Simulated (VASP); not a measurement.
# InSb (rocksalt type) (Fm-3m) in VASP: notebook

Runs on InSb (rocksalt type). Level: PBE. Tasks: single point, relaxation of cell and atoms.

Everything below comes from runs of VASP 6.6.1. Logs are shortened: lines on timing, memory, paths and dates and some standing lists are left out, and cuts for length are marked.

## 1. The cell of the first run

The structure is cubic, space group Fm-3m (No. 225). The conventional cell has a = 5.457 Å, b = 5.457 Å, c = 5.457 Å, α = 90.00°, β = 90.00°, γ = 90.00°. Within 3.6 Å of In (site symmetry m-3m) lie 6 Sb at 2.73 Å. Within 3.6 Å of Sb (site symmetry m-3m) lie 6 In at 2.73 Å.

## 2. Single point, PBE

File INCAR:

```
SYSTEM = InSb
PREC = Accurate
ENCUT = 520
EDIFF = 1E-6
ISMEAR = -1
SIGMA = 0.05
LREAL = .False.
LASPH = .True.
NELM = 100
ALGO = Normal
ISIF = 2
LWAVE = .False.
LCHARG = .False.
GGA = PE
NBANDS = 16
```

File KPOINTS:

```
regular mesh
0
Gamma
  13 13 13
  0 0 0
```

File POSCAR:

```
InSb
1.0
    0.0000000000      2.7287028153      2.7287028153
    2.7287028153      0.0000000000      2.7287028153
    2.7287028153      2.7287028153      0.0000000000
In Sb
1 1
Direct
    0.0000000000      0.0000000000      0.0000000000
    0.5000000000      0.5000000000      0.5000000000
```

Potentials or basis: VASP PAW PBE potentials, release 64 (In_d, Sb).

Command:

```
> cat potpaw_PBE.64/In_d/POTCAR potpaw_PBE.64/Sb/POTCAR > POTCAR
> mpirun -np 1 vasp_std > vasp.out
```

OUTCAR:

```text
SYSTEM = InSb
   PREC = Accurate
   ENCUT = 520
   EDIFF = 1E-6
   ISMEAR = -1
   LREAL = .False.
   LASPH = .True.
   NELM = 100
   ISIF = 2
   GGA = PE

 ion  position               nearest neighbor table
   1  0.000  0.000  0.000-   2 2.73   2 2.73   2 2.73   2 2.73   2 2.73   2 2.73
   2  0.500  0.500  0.500-   1 2.73   1 2.73   1 2.73   1 2.73   1 2.73   1 2.73

  LATTYP: Found a face centered cubic cell.
 ALAT       =     5.4574056306

  Lattice vectors:

 A1 = (   0.0000000000,   2.7287028153,   2.7287028153)
 A2 = (   2.7287028153,   0.0000000000,   2.7287028153)
 A3 = (   2.7287028153,   2.7287028153,   0.0000000000)

Analysis of symmetry for initial positions (statically):
=====================================================================
 Subroutine PRICEL returns:
 Original cell was already a primitive cell.

 Routine SETGRP: Setting up the symmetry group for a
 face centered cubic supercell.

 Subroutine GETGRP returns: Found 48 space group operations
 (whereof 48 operations were pure point group operations)
 out of a pool of 48 trial point group operations.

The static configuration has the point symmetry O_h .

Analysis of symmetry for dynamics (positions and initial velocities):
=====================================================================
 Subroutine PRICEL returns:
 Original cell was already a primitive cell.

 Routine SETGRP: Setting up the symmetry group for a
 face centered cubic supercell.

 Subroutine GETGRP returns: Found 48 space group operations
 (whereof 48 operations were pure point group operations)
 out of a pool of 48 trial point group operations.

The dynamic configuration has the point symmetry O_h .

 Subroutine INISYM returns: Found 48 space group operations
 (whereof 48 operations are pure point group operations),
 and found     1 'primitive' translations

----------------------------------------------------------------------------------------

                                     Primitive cell

  volume of cell :      40.6349

  direct lattice vectors                    reciprocal lattice vectors
     0.000000000  2.728702815  2.728702815    -0.183237250  0.183237250  0.183237250
     2.728702815  0.000000000  2.728702815     0.183237250 -0.183237250  0.183237250
     2.728702815  2.728702815  0.000000000     0.183237250  0.183237250 -0.183237250

  length of vectors
     3.858968529  3.858968529  3.858968529     0.317376227  0.317376227  0.317376227

  position of ions in fractional coordinates (direct lattice)
[... 78 lines left out ...]
   NELM   =    100;   NELMIN=  2; NELMDL= -5     # of ELM steps
   EDIFF  = 0.1E-05   stopping-criterion for ELM
   LREAL  =      F    real-space projection
   EDIFFG = 0.1E-04   stopping-criterion for IOM
   NSW    =      0    number of steps for IOM
   IBRION =     -1    ionic relax: 0-MD 1-quasi-New 2-CG
   NFREE  =      0    steps in history (QN), initial steepest desc. (CG)
   ISIF   =      2    stress and relaxation
   ISYM   =      2    0-nonsym 1-usesym 2-fastsym
   POTIM  = 0.5000    time-step for ionic-motion
   TEBEG  =    0.0;   TEEND  =   0.0 temperature during run
   PSTRESS=    0.0 pullay stress
   NELECT =      18.0000    total number of electrons
   NUPDOWN=      -1.0000    fix difference up-down
   EMIN   =  10.00;   EMAX   =-10.00  energy-range for DOS
   EFERMI =   0.00;   METHOD = LEGACY
   ISMEAR =    -1;   SIGMA  =   0.05  broadening in eV -4-tet -1-fermi 0-gaus
   EFERMI_NEDOS =   21; number of points for ismear=-14 and -15
   IALGO  =     38    algorithm
   IMIX   =      4    mixing-type and parameters
     AMIX     =   0.40;   BMIX     =  1.00
     AMIX_MAG =   1.60;   BMIX_MAG =  1.00
  volume/ion in A,a.u.               =      20.32       137.11
  Fermi-wavevector in a.u.,A,eV,Ry     =   1.247956  2.358296 21.189649  1.557395
  Thomas-Fermi vector in A             =   2.382065
   LORBIT       =      0    0 simple, 1 ext, 2 COOP (PROOUT), +10 PAW based schemes
   GGA     = PE    functional components
   LHFCALC =     F    Hartree Fock is set to
   AEXX    =    0.0000 exact exchange contribution
   IVDW    =     0    specifies the selected vdW correction
   LEPSILON=     F    determine dielectric tensor
   LRPA    =     F    only Hartree local field effects (RPA)
 non-spin polarized calculation
  energy-cutoff  :      520.00
  volume of cell :       40.63
 maximum number of plane-waves:      1109
 NGX is ok and might be reduce to    30
   NGX = 15   NGY = 15   NGZ = 15

 number of electron      17.9999998 magnetization

 Free energy of the ion-electron system (eV)
  ---------------------------------------------------
  ext. energy  EPLUGINS =         0.00000000
  ---------------------------------------------------
  free energy    TOTEN  =        -5.08613816 eV

  energy without entropy =       -5.07726569  energy(sigma->0) =       -5.08170192

 E-fermi :  11.6383     XC(G=0): -11.3951

 val. band max:       11.6315755213   @ k =   0.3846   0.0769   0.0000
 cond. band min:      11.6560574648   @ k =   0.4615   0.2308   0.0000
 fundamental gap:      0.0244819435
 Fermi energy:        11.6382885667

 k-point     1 :       0.0000    0.0000    0.0000
  band No.  band energies     occupation
      1      -3.6229      2.00000
      2      -3.6229      2.00000
      3      -3.5729      2.00000
      4      -3.5729      2.00000
      5      -3.5729      2.00000
      6      -2.2705      2.00000
[... 433 lines left out ...]
      3      -3.5979      2.00000
      4      -3.5118      2.00000
      5      -3.4753      2.00000
      6       0.5884      2.00000
[... 8 lines left out ...]
     15      23.4753      0.00000
     16      24.4405      0.00000

 [... further k-points ...]

------------------------ aborting loop because EDIFF is reached ----------------------------------------

  FORCE on cell =-STRESS in cart. coord.  units (eV):
  Direction    XX          YY          ZZ          XY          YZ          ZX
  --------------------------------------------------------------------------------------
  -------------------------------------------------------------------------------------
  Total       10.4237361     10.4237361     10.4237361      0.0000000      0.0000000     -0.0000000
  in kB      410.9938051    410.9938051    410.9938051      0.0000000      0.0000000     -0.0000000
  external PRESSURE =     410.9938051 kB  Pullay stress =       0.0000000 kB

 VOLUME and BASIS-vectors are now :
 -----------------------------------------------------------------------------
  energy-cutoff  :      520.00
  volume of cell :       40.63
      direct lattice vectors                 reciprocal lattice vectors
     0.000000000  2.728702815  2.728702815    -0.183237250  0.183237250  0.183237250
     2.728702815  0.000000000  2.728702815     0.183237250 -0.183237250  0.183237250
     2.728702815  2.728702815  0.000000000     0.183237250  0.183237250 -0.183237250

 POSITION                                       TOTAL-FORCE (eV/Angst)
 -----------------------------------------------------------------------------------
      0.00000      0.00000      0.00000         0.000000      0.000000     -0.000000
      2.72870      2.72870      2.72870        -0.000000     -0.000000      0.000000
 -----------------------------------------------------------------------------------
    total drift:                               -0.000000      0.000000      0.000000

  FREE ENERGIE OF THE ION-ELECTRON SYSTEM (eV)
  ---------------------------------------------------
  free  energy   TOTEN  =        -5.0861381576 eV

  energy  without entropy=       -5.0772656882  energy(sigma->0) =       -5.08170192
```

OSZICAR:

```text
N       E                     dE             d eps       ncg     rms          rms(c)
DAV:   1     0.112249629585E+03    0.11225E+03   -0.81326E+03  2704   0.130E+03
DAV:   2     0.875375212664E+00   -0.11137E+03   -0.10776E+03  3136   0.303E+02
DAV:   3    -0.505962828837E+01   -0.59350E+01   -0.58686E+01  3400   0.690E+01
DAV:   4    -0.520581094269E+01   -0.14618E+00   -0.14613E+00  3432   0.110E+01
DAV:   5    -0.521220839813E+01   -0.63975E-02   -0.63973E-02  3840   0.200E+00    0.638E+00
DAV:   6    -0.510728016105E+01    0.10493E+00   -0.14296E-01  3632   0.859E+00    0.352E+00
DAV:   7    -0.508762107652E+01    0.19659E-01   -0.47215E-02  4336   0.355E+00    0.905E-01
DAV:   8    -0.508608868867E+01    0.15324E-02   -0.48726E-03  3496   0.113E+00    0.312E-01
DAV:   9    -0.508612909805E+01   -0.40409E-04   -0.24929E-04  3592   0.163E-01    0.873E-02
DAV:  10    -0.508613452290E+01   -0.54249E-05   -0.15417E-05  3656   0.330E-02    0.288E-02
DAV:  11    -0.508613796346E+01   -0.34406E-05   -0.44197E-06  3384   0.263E-02    0.140E-02
DAV:  12    -0.508613815761E+01   -0.19415E-06   -0.16483E-07  1984   0.579E-03
   1 F= -.50861382E+01 E0= -.50817019E+01  d E =-.887247E-02
```

stdout:

```text
POSCAR found type information on POSCAR InSb
 POSCAR found :  2 types and       2 ions
 scaLAPACK will be used
 LDA part: xc-table for (Slater+PW92), standard interpolation
 POSCAR, INCAR and KPOINTS ok, starting setup
 FFT: planning ... GRIDC
 FFT: planning ... GRID_SOFT
 FFT: planning ... GRID
 WAVECAR not read
 entering main loop
```

Run time: 30 s. Hardware: 1 thread of Intel Xeon 6975P-C (Granite Rapids), shared host; peak memory 0.2 GiB.

What came out:

| Item | Value |
| --- | --- |
| Free energy | -5.0861 eV |
| Pressure | 41.1 GPa |
| Band gap on the k mesh | zero (bands 9 and 10 overlap by 3.82 eV) |

Caveat: the cell stands under pressure; spin-orbit coupling is left out, which moves the levels of the heavy elements.

## 3. Relaxation of cell and atoms, PBE, target pressure 41 GPa, at which the enthalpy is minimised

File INCAR:

```
SYSTEM = InSb
ALGO = Normal ; EDIFF = 1E-6
EDIFFG = -0.005 ; ENCUT = 600
GGA = PE ; IBRION = 2
ISIF = 3 ; ISMEAR = -1
LASPH = .TRUE. ; LCHARG = .FALSE.
LREAL = .FALSE. ; LWAVE = .FALSE.
NELM = 80 ; NSW = 32
PREC = Accurate ; PSTRESS = 410.0
SIGMA = 0.05
```

File KPOINTS:

```
k-points
0
G
  13 13 13
  0 0 0
```

POSCAR is that of step 2.

Potentials or basis: VASP PAW PBE potentials, release 64 (In_d, Sb).

Command:

```
> cat potpaw_PBE.64/In_d/POTCAR potpaw_PBE.64/Sb/POTCAR > POTCAR
> mpirun -np 1 vasp_std > vasp.out
```

OUTCAR:

```text
SYSTEM = InSb
   EDIFF = 1E-6
   EDIFFG = -0.005
   ENCUT = 600
   GGA = PE
   IBRION = 2
   ISIF = 3
   ISMEAR = -1
   LASPH = .TRUE.
   LREAL = .FALSE.
   NELM = 80
   NSW = 32
   PREC = Accurate
   PSTRESS = 410.0

 ion  position               nearest neighbor table
   1  0.000  0.000  0.000-   2 2.73   2 2.73   2 2.73   2 2.73   2 2.73   2 2.73
   2  0.500  0.500  0.500-   1 2.73   1 2.73   1 2.73   1 2.73   1 2.73   1 2.73

  LATTYP: Found a face centered cubic cell.
 ALAT       =     5.4574056306

  Lattice vectors:

 A1 = (   0.0000000000,   2.7287028153,   2.7287028153)
 A2 = (   2.7287028153,   0.0000000000,   2.7287028153)
 A3 = (   2.7287028153,   2.7287028153,   0.0000000000)

Analysis of symmetry for initial positions (statically):
=====================================================================
 Subroutine PRICEL returns:
 Original cell was already a primitive cell.
[... 267 lines left out ...]
      3      -3.5789      2.00000
      4      -3.5789      2.00000
      5      -3.5789      2.00000
      6      -2.2746      2.00000
      7      11.3888      1.98345
      8      11.3888      1.98345
      9      11.3888      1.98345
     10      14.3298      0.00000
     11      17.9683      0.00000
     12      17.9683      0.00000
     13      17.9683      0.00000
[... 354 lines left out ...]
  band No.  band energies     occupation
      1      -3.8419      2.00000
      2      -3.7064      2.00000
      3      -3.6037      2.00000
      4      -3.5178      2.00000
      5      -3.4814      2.00000
      6       0.5824      2.00000
      7       4.1559      2.00000
      8       9.9273      2.00000
      9      10.3156      2.00000
     10      12.5102      0.00000
     11      16.4768      0.00000
     12      16.5113      0.00000
     13      18.6041      0.00000

 [... further k-points ...]

------------------------ aborting loop because EDIFF is reached ----------------------------------------

  FORCE on cell =-STRESS in cart. coord.  units (eV):
  Direction    XX          YY          ZZ          XY          YZ          ZX
  --------------------------------------------------------------------------------------
  -------------------------------------------------------------------------------------
  Total       10.4103171     10.4103171     10.4103171      0.0000000     -0.0000000      0.0000000
  in kB      410.2296621    410.2296621    410.2296621      0.0000000     -0.0000000      0.0000000
  external PRESSURE =       0.2296621 kB  Pullay stress =     410.0000000 kB
[... 21 lines left out ...]
  energy  without entropy=       -5.0833658470  energy(sigma->0) =       -5.08780427

  enthalpy is  TOTEN    =         5.3122463184 eV   P V=       10.4044890175

 reached required accuracy - stopping structural energy minimisation
```

CONTCAR:

```text
InSb
   1.00000000000000
     0.0000000000000000    2.7292238765734216    2.7292238765734216
     2.7292238765734216    0.0000000000000000    2.7292238765734216
     2.7292238765734216    2.7292238765734216    0.0000000000000000
  In              Sb
     1     1
Direct
     0.0000000000000000    0.0000000000000000    0.0000000000000000
     0.5000000000000000    0.5000000000000000    0.5000000000000000

  0.00000000E+00  0.00000000E+00  0.00000000E+00
  0.00000000E+00  0.00000000E+00  0.00000000E+00
```

Run time: 34 s. Hardware: 1 thread of Intel Xeon 6975P-C (Granite Rapids), shared host; peak memory 0.22 GiB.

Results:

```
Free energy                                                : -5.0922 eV
Relaxed volume                                             : 20.33 Å³/atom
Relaxed cell                                               : a = 3.860 Å, b = 3.860 Å, c = 3.860 Å, α = 60.00°, β = 60.00°, γ = 60.00°
Space group after relaxing (to 0.1 Å)                      : Fm-3m (No. 225)
Energy change on relaxing (the run minimises the enthalpy) : -3.0 meV/atom
Ionic steps                                                : 3
Pressure after relaxing                                    : 41.0 GPa
Band gap on the k mesh                                     : zero (bands 9 and 10 overlap by 3.82 eV)
```

The path:
| step | energy change (eV) | largest force (eV/Å) | pressure (GPa) | volume (Å³) |
| --- | --- | --- | --- | --- |
| 1 | 0.0000 | 0.0000 | 41.13 | 40.63 |
| 2 | -0.0248 | 0.0000 | 40.64 | 40.73 |
| 3 | -0.0060 | 0.0000 | 41.02 | 40.66 |

Final structure:
```
CELL_PARAMETERS angstrom
0.00000 2.72922 2.72922
2.72922 0.00000 2.72922
2.72922 2.72922 0.00000
ATOMIC_POSITIONS crystal
In 0.00000 0.00000 0.00000
Sb 0.50000 0.50000 0.50000
```

Caveat: the cell is relaxed towards a set pressure, so the run minimises the enthalpy, not the energy; spin-orbit coupling is left out, which moves the levels of the heavy elements.

The gap in the log of VASP goes by the Fermi energy; the results here count the filled bands.